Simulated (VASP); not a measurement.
# LaTe4 (P-43m) in VASP: notebook

Runs on LaTe4. Level: PBE. Tasks: single point.

All numbers are computed with VASP 6.6.1; they aren't measurements. Logs are shortened: lines on timing, memory, paths and dates and some standing lists are left out, and cuts for length are marked.

## Step 1: The cell of the first run

The structure is cubic, space group P-43m (No. 215). The conventional cell has a = 5.695 Å, b = 5.695 Å, c = 5.695 Å, α = 90.00°, β = 90.00°, γ = 90.00°. Within 3.3 Å of La (site symmetry -43m) lie 4 Te at 2.47 Å. Te (site symmetry 3m) has 1 La at 2.47 Å within 3.3 Å.

The cell was built from a structure type or drawn by symmetry, and may not be a known phase.

## Step 2: Single point, PBE

The input, INCAR:

```
SYSTEM = LaTe4
ALGO     = Normal         ! electronic algorithm
EDIFF    = 1E-7           ! SCF threshold, eV
ENCUT    = 520            ! plane-wave cutoff, eV
GGA      = PE             ! functional
ISIF     = 2              ! what is computed and relaxed
ISMEAR   = 0              ! smearing method
LASPH    = .TRUE.         ! aspherical terms in the spheres
LCHARG   = .FALSE.        ! write CHGCAR
LREAL    = .FALSE.        ! projectors in reciprocal space
LWAVE    = .FALSE.        ! write WAVECAR
NBANDS   = 26             ! bands
NELM     = 60             ! most SCF steps
PREC     = Accurate       ! precision mode
SIGMA    = 0.1            ! smearing width, eV
```

The input, KPOINTS:

```
k-points
0
G
  4 4 4
  0 0 0
```

The input, POSCAR:

```
LaTe4
1.0
    5.6954136500      0.0000000000      0.0000000000
    0.0000000000      5.6954136500      0.0000000000
    0.0000000000      0.0000000000      5.6954136500
La Te
1 4
Direct
    0.0000000000      0.0000000000      0.0000000000
    0.2500000000      0.2500000000      0.2500000000
    0.7500000000      0.7500000000      0.2500000000
    0.2500000000      0.7500000000      0.7500000000
    0.7500000000      0.2500000000      0.7500000000
```

Potentials or basis: VASP PAW PBE potentials, release 64 (La, Te).

Launch:

```bash
$ cat potpaw_PBE.64/La/POTCAR potpaw_PBE.64/Te/POTCAR > POTCAR
$ mpirun -np 1 vasp_std > vasp.out
```

OUTCAR:

```text
SYSTEM = LaTe4
   EDIFF = 1E-7
   ENCUT = 520
   GGA = PE
   ISIF = 2
   ISMEAR = 0
   LASPH = .TRUE.
   LREAL = .FALSE.
   NELM = 60
   PREC = Accurate

 ion  position               nearest neighbor table
   1  0.000  0.000  0.000-   2 2.47   3 2.47   4 2.47   5 2.47
   2  0.250  0.250  0.250-   1 2.47
   3  0.750  0.750  0.250-   1 2.47
   4  0.250  0.750  0.750-   1 2.47
   5  0.750  0.250  0.750-   1 2.47

  LATTYP: Found a simple cubic cell.
 ALAT       =     5.6954136500

  Lattice vectors:

 A1 = (   5.6954136500,   0.0000000000,   0.0000000000)
 A2 = (   0.0000000000,   5.6954136500,   0.0000000000)
 A3 = (   0.0000000000,   0.0000000000,   5.6954136500)

Analysis of symmetry for initial positions (statically):
=====================================================================
 Subroutine PRICEL returns:
 Original cell was already a primitive cell.

 Routine SETGRP: Setting up the symmetry group for a
 simple cubic supercell.

 Subroutine GETGRP returns: Found 24 space group operations
 (whereof 24 operations were pure point group operations)
 out of a pool of 48 trial point group operations.

The static configuration has the point symmetry T_d .

Analysis of symmetry for dynamics (positions and initial velocities):
=====================================================================
 Subroutine PRICEL returns:
 Original cell was already a primitive cell.

 Routine SETGRP: Setting up the symmetry group for a
 simple cubic supercell.

 Subroutine GETGRP returns: Found 24 space group operations
 (whereof 24 operations were pure point group operations)
 out of a pool of 48 trial point group operations.

The dynamic configuration has the point symmetry T_d .

 Subroutine INISYM returns: Found 24 space group operations
 (whereof 24 operations are pure point group operations),
 and found     1 'primitive' translations

----------------------------------------------------------------------------------------

                                     Primitive cell

  volume of cell :     184.7463

  direct lattice vectors                    reciprocal lattice vectors
     5.695413650  0.000000000  0.000000000     0.175579872  0.000000000  0.000000000
     0.000000000  5.695413650  0.000000000     0.000000000  0.175579872  0.000000000
     0.000000000  0.000000000  5.695413650     0.000000000  0.000000000  0.175579872

  length of vectors
     5.695413650  5.695413650  5.695413650     0.175579872  0.175579872  0.175579872

  position of ions in fractional coordinates (direct lattice)
     0.000000000  0.000000000  0.000000000
     0.250000000  0.250000000  0.250000000
     0.750000000  0.750000000  0.250000000
     0.250000000  0.750000000  0.750000000
     0.750000000  0.250000000  0.750000000

  ion indices of the primitive-cell ions
   primitive index   ion index
                 1           1
                 2           2
                 3           3
                 4           4
                 5           5

----------------------------------------------------------------------------------------

 KPOINTS: k-points

Automatic generation of k-mesh.
 Grid dimensions read from file:
 generate k-points for:    4    4    4

 Generating k-lattice:

  Cartesian coordinates                     Fractional coordinates (reciprocal lattice)
     0.043894968  0.000000000  0.000000000     0.250000000  0.000000000  0.000000000
     0.000000000  0.043894968  0.000000000     0.000000000  0.250000000  0.000000000
     0.000000000  0.000000000  0.043894968     0.000000000  0.000000000  0.250000000

  Length of vectors
     0.043894968  0.043894968  0.043894968

  Shift w.r.t. Gamma in fractional coordinates (k-lattice)
     0.000000000  0.000000000  0.000000000

 Subroutine IBZKPT returns following result:
 ===========================================

 Found     10 irreducible k-points:

 Following reciprocal coordinates:
            Coordinates               Weight
  0.000000  0.000000  0.000000      1.000000
  0.250000  0.000000  0.000000      6.000000
  0.500000  0.000000  0.000000      3.000000
  0.250000  0.250000  0.000000     12.000000
  0.500000  0.250000  0.000000     12.000000
  0.500000  0.500000  0.000000      3.000000
  0.250000  0.250000  0.250000      8.000000
  0.500000  0.250000  0.250000     12.000000
  0.500000  0.500000  0.250000      6.000000
  0.500000  0.500000  0.500000      1.000000
   k-points           NKPTS =     10   k-points in BZ     NKDIM =     10   number of bands    NBANDS=     26
   number of dos      NEDOS =    301   number of ions     NIONS =      5
   total plane-waves  NPLWV =  74088
   dimension x,y,z NGX =    42 NGY =   42 NGZ =   42
   dimension x,y,z NGXF=    84 NGYF=   84 NGZF=   84
   ions per type =               1   4
   NGX,Y,Z   is equivalent  to a cutoff of  12.26, 12.26, 12.26 a.u.
   NGXF,Y,Z  is equivalent  to a cutoff of  24.52, 24.52, 24.52 a.u.
 SYSTEM =  LaTe4
   PREC   = accura    normal or accurate (medium, high low for compatibility)
   ISTART =      0    job   : 0-new  1-cont  2-samecut
   ICHARG =      2    charge: 1-file 2-atom 10-const
   ISPIN  =      1    spin polarized calculation?
   LNONCOLLINEAR =      F non collinear calculations
   LSORBIT =      F    spin-orbit coupling
   LASPH  =      T    aspherical Exc in radial PAW
   ENCUT  =  520.0 eV  38.22 Ry    6.18 a.u.  10.59 10.59 10.59*2*pi/ulx,y,z
   NELM   =     60;   NELMIN=  2; NELMDL= -5     # of ELM steps
   EDIFF  = 0.1E-06   stopping-criterion for ELM
   LREAL  =      F    real-space projection
   EDIFFG = 0.1E-05   stopping-criterion for IOM
   NSW    =      0    number of steps for IOM
   IBRION =     -1    ionic relax: 0-MD 1-quasi-New 2-CG
   NFREE  =      0    steps in history (QN), initial steepest desc. (CG)
   ISIF   =      2    stress and relaxation
   ISYM   =      2    0-nonsym 1-usesym 2-fastsym
   POTIM  = 0.5000    time-step for ionic-motion
   TEBEG  =    0.0;   TEEND  =   0.0 temperature during run
   PSTRESS=    0.0 pullay stress
   NELECT =      35.0000    total number of electrons
   NUPDOWN=      -1.0000    fix difference up-down
   EMIN   =  10.00;   EMAX   =-10.00  energy-range for DOS
   EFERMI =   0.00;   METHOD = LEGACY
   ISMEAR =     0;   SIGMA  =   0.10  broadening in eV -4-tet -1-fermi 0-gaus
   EFERMI_NEDOS =   21; number of points for ismear=-14 and -15
   IALGO  =     38    algorithm
   IMIX   =      4    mixing-type and parameters
     AMIX     =   0.40;   BMIX     =  1.00
     AMIX_MAG =   1.60;   BMIX_MAG =  1.00
  volume/ion in A,a.u.               =      36.95       249.35
  Fermi-wavevector in a.u.,A,eV,Ry     =   0.940240  1.776797 12.028258  0.884052
  Thomas-Fermi vector in A             =   2.067632
   LORBIT       =      0    0 simple, 1 ext, 2 COOP (PROOUT), +10 PAW based schemes
   GGA     = PE    functional components
   LHFCALC =     F    Hartree Fock is set to
   AEXX    =    0.0000 exact exchange contribution
   IVDW    =     0    specifies the selected vdW correction
   LEPSILON=     F    determine dielectric tensor
   LRPA    =     F    only Hartree local field effects (RPA)
 non-spin polarized calculation
 Gauss-broadening in eV      SIGMA  =   0.10
  energy-cutoff  :      520.00
  volume of cell :      184.75
 maximum number of plane-waves:      4995
   NGX = 21   NGY = 21   NGZ = 21

 number of electron      35.0000005 magnetization

 Free energy of the ion-electron system (eV)
  ---------------------------------------------------
  ext. energy  EPLUGINS =         0.00000000
  ---------------------------------------------------
  free energy    TOTEN  =       -10.10576610 eV

  energy without entropy =      -10.08879001  energy(sigma->0) =      -10.09727806

 E-fermi :   4.4581     XC(G=0):  -8.6983

 val. band max:        4.4049672759   @ k =   0.2500   0.0000   0.0000
 cond. band min:       4.5409481489   @ k =   0.2500   0.2500   0.2500
 fundamental gap:      0.1359808730
 Fermi energy:         4.4581264283

 k-point     1 :       0.0000    0.0000    0.0000
  band No.  band energies     occupation
      1     -26.6858      2.00000
      2     -11.7291      2.00000
      3     -11.7291      2.00000
      4     -11.7291      2.00000
      5      -6.3549      2.00000
      6      -4.4819      2.00000
[... 18 lines left out ...]
     25       8.2934      0.00000
     26       8.2934      0.00000

 k-point     2 :       0.2500    0.0000    0.0000
  band No.  band energies     occupation
      1     -26.6855      2.00000
      2     -11.7557      2.00000
      3     -11.7260      2.00000
      4     -11.7260      2.00000
      5      -6.1258      2.00000
      6      -4.7481      2.00000
[... 18 lines left out ...]
     25       8.3990      0.00000
     26       8.5125      0.00000

 k-point     3 :       0.5000    0.0000    0.0000
  band No.  band energies     occupation
      1     -26.6852      2.00000
      2     -11.7817      2.00000
      3     -11.7230      2.00000
      4     -11.7230      2.00000
      5      -5.7461      2.00000
      6      -5.1633      2.00000
[... 18 lines left out ...]
     25       8.5099      0.00000
     26       8.7448      0.00000

 k-point     4 :       0.2500    0.2500    0.0000
  band No.  band energies     occupation
      1     -26.6852      2.00000
      2     -11.7529      2.00000
      3     -11.7494      2.00000
      4     -11.7236      2.00000
      5      -5.9196      2.00000
      6      -4.8029      2.00000
[... 18 lines left out ...]
     25       8.5811      0.00000
     26       8.6648      0.00000

 k-point     5 :       0.5000    0.2500    0.0000
  band No.  band energies     occupation
      1     -26.6849      2.00000
      2     -11.7757      2.00000
      3     -11.7464      2.00000
      4     -11.7213      2.00000
      5      -5.5777      2.00000
      6      -5.1141      2.00000
[... 18 lines left out ...]
     25       8.7062      0.00000
     26       8.7691      0.00000

 k-point     6 :       0.5000    0.5000    0.0000
  band No.  band energies     occupation
      1     -26.6846      2.00000
      2     -11.7695      2.00000
      3     -11.7695      2.00000
      4     -11.7198      2.00000
      5      -5.3461      2.00000
      6      -5.0259      2.00000
[... 18 lines left out ...]
     25       8.8238      0.00000
     26       8.9040      0.00000

 k-point     7 :       0.2500    0.2500    0.2500
  band No.  band energies     occupation
      1     -26.6849      2.00000
      2     -11.7505      2.00000
      3     -11.7456      2.00000
      4     -11.7456      2.00000
      5      -5.7434      2.00000
      6      -4.8354      2.00000
[... 18 lines left out ...]
     25       8.6797      0.00000
     26       8.6828      0.00000

 k-point     8 :       0.5000    0.2500    0.2500
  band No.  band energies     occupation
      1     -26.6846      2.00000
      2     -11.7705      2.00000
      3     -11.7449      2.00000
      4     -11.7419      2.00000
      5      -5.4622      2.00000
      6      -5.0547      2.00000
[... 18 lines left out ...]
     25       8.6154      0.00000
     26       8.9045      0.00000

 k-point     9 :       0.5000    0.5000    0.2500
  band No.  band energies     occupation
      1     -26.6843      2.00000
      2     -11.7652      2.00000
      3     -11.7652      2.00000
      4     -11.7404      2.00000
      5      -5.3242      2.00000
      6      -4.9395      2.00000
[... 18 lines left out ...]
     25       8.7920      0.00000
     26       8.9347      0.00000

 k-point    10 :       0.5000    0.5000    0.5000
  band No.  band energies     occupation
      1     -26.6841      2.00000
      2     -11.7608      2.00000
      3     -11.7608      2.00000
      4     -11.7608      2.00000
      5      -5.3002      2.00000
      6      -4.8540      2.00000
[... 18 lines left out ...]
     25       8.9460      0.00000
     26       8.9623      0.00000

------------------------ aborting loop because EDIFF is reached ----------------------------------------

  FORCE on cell =-STRESS in cart. coord.  units (eV):
  Direction    XX          YY          ZZ          XY          YZ          ZX
  --------------------------------------------------------------------------------------
  -------------------------------------------------------------------------------------
  Total       20.0413584     20.0413584     20.0413584      0.0000000     -0.0000000     -0.0000000
  in kB      173.8048620    173.8048620    173.8048620      0.0000000     -0.0000000     -0.0000000
  external PRESSURE =     173.8048620 kB  Pullay stress =       0.0000000 kB

 VOLUME and BASIS-vectors are now :
 -----------------------------------------------------------------------------
  energy-cutoff  :      520.00
  volume of cell :      184.75
      direct lattice vectors                 reciprocal lattice vectors
     5.695413650  0.000000000  0.000000000     0.175579872  0.000000000  0.000000000
     0.000000000  5.695413650  0.000000000     0.000000000  0.175579872  0.000000000
     0.000000000  0.000000000  5.695413650     0.000000000  0.000000000  0.175579872

 POSITION                                       TOTAL-FORCE (eV/Angst)
 -----------------------------------------------------------------------------------
      0.00000      0.00000      0.00000         0.000000     -0.000000     -0.000000
      1.42385      1.42385      1.42385         4.149625      4.149625      4.149625
      4.27156      4.27156      1.42385        -4.149625     -4.149625      4.149625
      1.42385      4.27156      4.27156         4.149625     -4.149625     -4.149625
      4.27156      1.42385      4.27156        -4.149625      4.149625     -4.149625
 -----------------------------------------------------------------------------------
    total drift:                                0.000000     -0.000000     -0.000000

  FREE ENERGIE OF THE ION-ELECTRON SYSTEM (eV)
  ---------------------------------------------------
  free  energy   TOTEN  =       -10.1057661015 eV

  energy  without entropy=      -10.0887900099  energy(sigma->0) =      -10.09727806
```

Run time: 38 s. Hardware: 1 thread of AMD EPYC 9R45 (Zen 5), shared host; peak memory 0.24 GiB.

What came out:

| Item | Value |
| --- | --- |
| Free energy | -10.1058 eV |
| Pressure | 17.4 GPa |
| Band gap on the k mesh | zero (an odd number of electrons rules out a gap without spin polarisation) |

Caveat: the cell stands under pressure; spin-orbit coupling is left out, which moves the levels of the heavy elements.

[end of part 1 of 2]
